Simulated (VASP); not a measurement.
# Cd6Te (P6/mmm) in VASP: further runs, part 2 of 2

VASP 6.6.1.

### Step 3. Single point, PBE

This run uses another cell than the first one, of 26.90 Å³/atom.

INCAR

```
ALGO = Normal
EDIFF = 1E-6
ENCUT = 520
GGA = PE
ISIF = 2
ISMEAR = 0
LASPH = True
LCHARG = False
LREAL = False
LWAVE = False
NBANDS = 48
NELM = 80
PREC = Accurate
SIGMA = 0.2
```

KPOINTS

```
k-points
0
Gamma
  3 3 3
```

POSCAR

```
Cd6Te
1.0
    6.2116584300     -0.0000000029      0.0000000000
   -3.1058292125      5.3794540014      0.0000000000
    0.0000000000      0.0000000000      5.6349370200
Cd Te
6 1
Direct
    0.5000000000      0.0000000000      0.0000000000
    0.0000000000      0.5000000000      0.0000000000
    0.5000000000      0.5000000000      0.0000000000
    0.0000000000      0.0000000000      0.0000000000
    0.3333333333      0.6666666667      0.5000000000
    0.6666666667      0.3333333333      0.5000000000
    0.0000000000      0.0000000000      0.5000000000
```

Potentials or basis: VASP PAW PBE potentials, release 64 (Cd, Te).

Run with:

```console
$ cat potpaw_PBE.64/Cd/POTCAR potpaw_PBE.64/Te/POTCAR > POTCAR
$ mpirun -np 1 vasp_std > vasp.out
```

Wall time 84 s (1 thread of Intel Xeon 8259CL, shared host); peak memory 0.31 GiB.

Results (log left out):

```
Free energy            : -6.9163 eV
Pressure               : 0.0 GPa
Band gap on the k mesh : zero (bands 39 and 40 overlap by 0.11 eV)
```

Stress tensor (GPa, compression positive):
```
-0.10  0.00  0.00
 0.00 -0.10  0.00
 0.00  0.00  0.06
```

Levels at points of the mesh, in eV from the Fermi level:
| k point | band 35 | band 36 | band 37 | band 38 | band 39 | band 40 | band 41 | band 42 | band 43 | band 44 |
| --- | --- | --- | --- | --- | --- | --- | --- | --- | --- | --- |
| (0.00, 0.00, 0.00) | -2.46 | -1.99 | -1.96 | -0.83 | -0.83 | 0.13 | 0.93 | 0.93 | 1.70 | 2.73 |

Caveat: the k points lie up to 0.39 Å⁻¹ apart; semilocal functionals underestimate gaps, so a narrow gap can read as zero; spin-orbit coupling is left out, which moves the levels of the heavy elements.

### Step 4. Relaxation of cell and atoms, PBE

This run uses another cell than the first one, of 26.90 Å³/atom.

INCAR

```
ALGO = Fast ; EDIFF = 1E-7
EDIFFG = -0.08 ; ENCUT = 600
GGA = PE ; IBRION = 2
ISIF = 3 ; ISMEAR = 0
LASPH = True ; LCHARG = False
LREAL = False ; LWAVE = False
NELM = 80 ; NSW = 36
PREC = Accurate ; SIGMA = 0.2
```

KPOINTS is that of step 3.

POSCAR

```
Cd6Te
1.0
    6.2116584300      0.0000000000      0.0000000000
   -3.1058292100      5.3794540000      0.0000000000
    0.0000000000      0.0000000000      5.6349370200
Cd Te
6 1
Direct
    0.5000000000      0.0000000000      0.0000000000
    0.0000000000      0.5000000000      0.0000000000
    0.5000000000      0.5000000000      0.0000000000
    0.0000000000      0.0000000000      0.0000000000
    0.3333333300      0.6666666700      0.5000000000
    0.6666666700      0.3333333300      0.5000000000
    0.0000000000      0.0000000000      0.5000000000
```

Run with:

```console
$ cat potpaw_PBE.64/Cd/POTCAR potpaw_PBE.64/Te/POTCAR > POTCAR
$ mpirun -np 1 vasp_std > vasp.out
```

Wall time 2.5 min (1 thread of Intel Xeon 8259CL, shared host); peak memory 0.36 GiB.

Results (log left out):

```yaml
Free_energy: -6.9141 eV
Pressure_after_relaxing: -0.1 GPa
Band_gap_on_the_k_mesh: zero (bands 39 and 40 overlap by 0.11 eV)
```

Stress tensor (GPa, compression positive):
```
-0.17  0.00  0.00
 0.00 -0.17  0.00
 0.00  0.00 -0.01
```

Final structure:
```xyz
7
Lattice="6.2117 0.0000 0.0000 -3.1058 5.3795 0.0000 0.0000 0.0000 5.6349" Properties=species:S:1:pos:R:3 pbc="T T T"
Cd    3.1058    0.0000    0.0000
Cd   -1.5529    2.6897    0.0000
Cd    1.5529    2.6897    0.0000
Cd    0.0000    0.0000    0.0000
Cd    0.0000    3.5863    2.8175
Cd    3.1058    1.7932    2.8175
Te    0.0000    0.0000    2.8175
```

Levels at points of the mesh, in eV from the Fermi level:
```tsv
k point	band 37	band 38	band 39	band 40	band 41	band 42
(0.00, 0.00, 0.00)	-1.96	-0.83	-0.83	0.13	0.93	0.93
```

Caveat: the k points lie up to 0.39 Å⁻¹ apart in the final cell; the relaxation stopped at its first step, so nothing moved; semilocal functionals underestimate gaps, so a narrow gap can read as zero; spin-orbit coupling is left out, which moves the levels of the heavy elements.

### Step 5. Single point, PBE

This run uses another cell than the first one, of 26.12 Å³/atom.

INCAR

```
ALGO = Fast
EDIFF = 1E-7
ENCUT = 520
GGA = PE
ISIF = 2
ISMEAR = 0
LASPH = True
LCHARG = True
LELF = True
LREAL = False
LVHAR = True
LWAVE = False
NBANDS = 48
NELM = 80
PREC = Accurate
SIGMA = 0.1
```

KPOINTS

```
k-points
0
Gamma
  6 6 6
```

POSCAR

```
Cd6Te
1.0
    5.8638579448      0.0000000000      0.0000000000
   -2.9319289724      5.0782499444      0.0000000000
    0.0000000000      0.0000000000      6.1410876254
Cd Te
6 1
Direct
    0.5000000000      0.0000000000      0.0000000000
    0.0000000000      0.5000000000      0.0000000000
    0.5000000000      0.5000000000      0.0000000000
    0.0000000000      0.0000000000      0.0000000000
    0.3333333333      0.6666666667      0.5000000000
    0.6666666667      0.3333333333      0.5000000000
    0.0000000000      0.0000000000      0.5000000000
```

Run with:

```console
$ cat potpaw_PBE.64/Cd/POTCAR potpaw_PBE.64/Te/POTCAR > POTCAR
$ mpirun -np 1 vasp_std > vasp.out
```

Wall time 7.1 min (1 thread of Intel Xeon 8259CL, shared host); peak memory 0.43 GiB.

Results (log left out):

| Property | Result |
| --- | --- |
| Free energy | -7.1741 eV |
| Pressure | 0.2 GPa |
| Band gap on the k mesh | zero (bands 39 and 40 overlap by 0.90 eV) |

Stress tensor (GPa, compression positive):
```
0.25 0.00 0.00
0.00 0.25 0.00
0.00 0.00 0.15
```

Levels at points of the mesh, in eV from the Fermi level:
| k point | band 36 | band 37 | band 38 | band 39 | band 40 | band 41 | band 42 | band 43 |
| --- | --- | --- | --- | --- | --- | --- | --- | --- |
| (0.00, 0.00, 0.00) | -2.58 | -1.77 | -0.43 | -0.43 | 0.02 | 0.07 | 0.07 | 1.50 |
| (0.50, 0.00, 0.00) | -2.86 | -2.72 | -0.75 | -0.52 | 0.04 | 1.05 | 1.31 | 2.93 |
| (0.00, 0.00, 0.50) | -1.73 | -1.25 | -0.84 | -0.84 | 0.12 | 0.47 | 0.47 | 0.62 |
| (0.50, 0.00, 0.50) | -2.57 | -2.52 | -1.77 | 0.54 | 0.68 | 2.69 | 2.88 | 3.79 |

Caveat: spin-orbit coupling is left out, which moves the levels of the heavy elements.

### Step 6. Single point, PBE

This run uses another cell than the first one, of the same volume but with other edges.

INCAR

```
PREC     = Accurate       # precision mode
ENCUT    = 520            # plane-wave cutoff, eV
EDIFF    = 1E-6           # SCF threshold, eV
ISMEAR   = 0              # smearing method
SIGMA    = 0.1            # smearing width, eV
LREAL    = F              # projectors in reciprocal space
LASPH    = T              # aspherical terms in the spheres
NELM     = 60             # most SCF steps
ALGO     = Fast           # electronic algorithm
ISIF     = 2              # what is computed and relaxed
LWAVE    = F              # write WAVECAR
LCHARG   = F              # write CHGCAR
GGA      = PE             # functional
NBANDS   = 48             # bands
```

KPOINTS

```
Automatic mesh
0
Gamma
  6 6 10
```

POSCAR

```
Cd6Te
1.0
    8.6543954206      0.0000000000      0.0000000000
   -4.3271977103      7.4949262886      0.0000000000
    0.0000000000      0.0000000000      3.0281701532
Cd Te
6 1
Direct
    0.7854418053      0.2145581947      0.5000000000
    0.7854418053      0.5708836106      0.5000000000
    0.4291163894      0.2145581947      0.5000000000
    0.2145581947      0.7854418053      0.5000000000
    0.2145581947      0.4291163894      0.5000000000
    0.5708836106      0.7854418053      0.5000000000
    0.0000000000      0.0000000000      0.5000000000
```

Potentials or basis: VASP PAW PBE potentials, release 64 (Cd, Te).

Run with:

```console
$ cat potpaw_PBE.64/Cd/POTCAR potpaw_PBE.64/Te/POTCAR > POTCAR
$ mpirun -np 1 vasp_std > vasp.out
```

It took 11 min on 1 thread of Intel Xeon 8259CL, shared host; peak memory 0.5 GiB.

Results (log left out):

```
Free energy            : -6.9000 eV
Pressure               : 0.1 GPa
Band gap on the k mesh : zero (bands 39 and 40 overlap by 1.23 eV)
```

Forces on the atoms (eV/Å):
```
Cd   0.002 -0.001  0.000
Cd   0.000  0.002  0.000
Cd  -0.002 -0.001  0.000
Cd  -0.002  0.001  0.000
Cd   0.000 -0.002  0.000
Cd   0.002  0.001  0.000
Te   0.000  0.000  0.000
```

Levels at points of the mesh, in eV from the Fermi level:
```
           k point  band 37  band 38  band 39  band 40  band 41  band 42
(0.00, 0.00, 0.00)    -3.83    -0.66    -0.66    -0.21     2.08     2.28
(0.50, 0.00, 0.00)    -2.24    -2.04    -1.12    -0.46     0.44     1.83
(0.00, 0.00, 0.50)    -0.58    -0.03    -0.03     0.49     0.49     0.52
(0.50, 0.00, 0.50)    -0.92    -0.46     0.27     0.37     0.93     0.99
```

Caveat: spin-orbit coupling is left out, which moves the levels of the heavy elements.

### Step 7. The runs side by side

```csv
task,cell,k mesh,cutoff (eV),smearing,gap on the mesh (eV),pressure (GPa)
relaxation of cell and atoms,"relaxed from a = 8.736, b = 8.736, c = 2.968 Å, angles 90.0, 90.0, 120.0°, 7 atoms, atomic positions A",6 × 6 × 10,600,gaussian 0.1 eV,none,0.0
single point,"a = 6.212, b = 6.212, c = 5.635 Å, angles 90.0, 90.0, 120.0°, 7 atoms, atomic positions B",3 × 3 × 3,520,gaussian 0.2 eV,none,0.0
relaxation of cell and atoms,"relaxed from a = 6.212, b = 6.212, c = 5.635 Å, angles 90.0, 90.0, 120.0°, 7 atoms, atomic positions B",3 × 3 × 3,600,gaussian 0.2 eV,none,-0.1
single point,"a = 5.864, b = 5.864, c = 6.141 Å, angles 90.0, 90.0, 120.0°, 7 atoms, atomic positions B",6 × 6 × 6,520,gaussian 0.1 eV,none,0.2
single point,"a = 8.654, b = 8.654, c = 3.028 Å, angles 90.0, 90.0, 120.0°, 7 atoms, atomic positions C",6 × 6 × 10,520,gaussian 0.1 eV,none,0.1
```

Alike in all rows: level PBE; potentials or basis VASP PAW PBE potentials, release 64 (Cd, Te); no spin polarisation.

Caveats: some runs use coarse meshes; spin-orbit coupling is left out, which moves the levels of the heavy elements; semilocal functionals underestimate gaps, so a narrow gap can read as zero (at least some runs); the relaxation stopped at its first step, so nothing moved (at least some runs).

Total energies depend on the potentials used, so only differences within one code and one set of settings carry meaning.
